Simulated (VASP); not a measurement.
A run of VASP 6.6.1 is set up as follows.

The input INCAR:

```
SYSTEM = BaTiO3
PREC = Accurate ; ENCUT = 520
EDIFF = 1E-8 ; ISMEAR = -1
SIGMA = 0.05 ; LREAL = .FALSE.
LASPH = .TRUE. ; NELM = 100
ALGO = Normal ; ISIF = 2
LWAVE = .FALSE. ; LCHARG = .FALSE.
GGA = PS ; LEFG = .TRUE.
NBANDS = 28
```

The input KPOINTS:

```
regular mesh
0
G
  8 8 8
  0 0 0
```

Contents of POSCAR:

```
BaTiO3
1.0
    3.9707751513      0.0000000000      0.0000000000
    0.0000000000      2.8275614676      2.8362822032
    0.0000000000     -2.8275614676      2.8362822032
Ba Ti O
1 1 3
Direct
    0.0000000000      0.0000000000      0.0000000000
    0.5000000000      0.5079000000      0.5079000000
    0.0000000000      0.4921000000      0.4921000000
    0.5000000000      0.5025100000      0.9937100000
    0.5000000000      0.9937100000      0.5025100000
```

Potentials or basis: VASP PAW PBE potentials, release 64 (Ba_sv, Ti_sv, O).

Launch:

```sh
$ cat potpaw_PBE.64/Ba_sv/POTCAR potpaw_PBE.64/Ti_sv/POTCAR potpaw_PBE.64/O/POTCAR > POTCAR
$ mpirun -np 1 vasp_std > vasp.out
```

Question: Predict the pressure.

Answer: -0.8 GPa.

Question: Predict the largest force.

Answer: 0.176 eV/Å.

Question: Predict the band gap on the k mesh.

Answer: 1.76 eV (least direct gap 1.93 eV).

Electric field gradients, principal values (V/Å²):
| atom | least | middle | greatest (by size) |
| --- | --- | --- | --- |
| 1 Ba | 0.651 | 0.720 | -1.371 |
| 2 Ti | 2.822 | 3.130 | -5.952 |
| 3 O | -10.236 | -11.098 | 21.334 |
| 4 O | -10.271 | -11.696 | 21.966 |
| 5 O | -10.271 | -11.696 | 21.966 |

Caveat: without QUAD_EFG the Cq values of the log hold for a quadrupole moment of 1 mb, not for the nuclei; the PAW data sets were made with another functional, which shifts forces and pressure a little; spin-orbit coupling is left out, which moves the levels of the heavy elements. A k mesh can miss the band edges.
